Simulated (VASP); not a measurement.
NbTe:

```
CELL_PARAMETERS angstrom
3.42570 0.00000 0.00000
0.00000 3.42570 0.00000
0.00000 0.00000 3.42570
ATOMIC_POSITIONS crystal
Nb 0.50000 0.50000 0.50000
Te 0.00000 0.00000 0.00000
```

* Program: VASP 6.6.1
* Task: relaxation of cell and atoms
* Functional: PBE-based screened hybrid with 25 % exact exchange
* Potentials or basis: VASP PAW PBE potentials, release 64 (Nb_sv, Te)
* Cutoff: 600 eV
* k mesh: 4 × 4 × 4
* Occupations: fermi-dirac, width 0.05 eV
* Spin: no spin polarisation

At the start: pressure -4.6 GPa; volume 20.10 Å³/atom.

Where does the relaxation end?

Over 3 steps the energy falls by 10.0 meV/atom and the volume is 19.45 Å³/atom (-3.3 %); space group Pm-3m (No. 221, to 0.1 Å) before and after.

The path:
| step | energy change (eV) | largest force (eV/Å) | pressure (GPa) | volume (Å³) |
| --- | --- | --- | --- | --- |
| 1 | 0.0000 | 0.0000 | -4.63 | 40.20 |
| 2 | 0.0307 | 0.0000 | 8.71 | 36.92 |
| 3 | -0.0199 | 0.0000 | -0.03 | 38.89 |

Final structure:
```yaml
crystal:
  lattice:
    - [3.38804, 0.00000, 0.00000]
    - [0.00000, 3.38804, 0.00000]
    - [0.00000, 0.00000, 3.38804]
  atoms:
    - { symbol: Nb, position: [0.50000, 0.50000, 0.50000] }
    - { symbol: Te, position: [0.00000, 0.00000, 0.00000] }
```

Caveat: the k points lie up to 0.46 Å⁻¹ apart in the final cell, too coarse for converged energies and pressures of a metal; the PAW data sets were made with another functional, which shifts forces and pressure a little.
